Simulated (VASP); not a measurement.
## Sb: single point with PBEsol

The system is Sb, a slab with vacuum.

```
CELL_PARAMETERS angstrom
3.06174 0.00000 0.00000
0.00000 4.32996 0.00000
0.00000 0.00000 23.49494
ATOMIC_POSITIONS crystal
Sb 0.00000 0.50000 0.36178
Sb 0.00000 0.00000 0.45393
Sb 0.00000 0.50000 0.55637
Sb 0.00000 0.00000 0.63766
```

```
Program                : VASP 6.6.1
Task                   : single point
Functional             : PBEsol
Potentials or basis    : VASP PAW PBE potentials, release 64 (Sb)
Cutoff                 : 520 eV
k mesh                 : 9 × 7 × 1
Occupations            : gaussian, width 0.1 eV
Spin                   : no spin polarisation
Dipole correction      : yes
Further INCAR settings : ALGO = Normal; EDIFF = 1e-06; NBANDS = 18
```

```json
{"Largest force": "1.076 eV/Å", "Band gap on the k mesh": "zero (band 10 reaches 0.77 eV, above the bottom of band 11 at -1.21 eV)"}
```

Forces on the atoms (eV/Å):
```
Sb   0.000  0.000  1.076
Sb   0.000  0.000 -1.066
Sb   0.000  0.000 -0.057
Sb   0.000  0.000  0.047
```

Levels at points of the mesh, in eV from the Fermi level:
```tsv
k point	band 7	band 8	band 9	band 10	band 11	band 12
(0.00, 0.00, 0.00)	-2.17	-1.85	-0.64	0.35	1.26	2.23
```

It took 78 s on 1 thread of AMD EPYC 9R45 96-Core Processor (Zen 5) (shared host), peak memory 0.37 GiB.

Caveat: the PAW data sets were made with another functional, which shifts forces and pressure a little; spin-orbit coupling is left out, which moves the levels of the heavy elements.
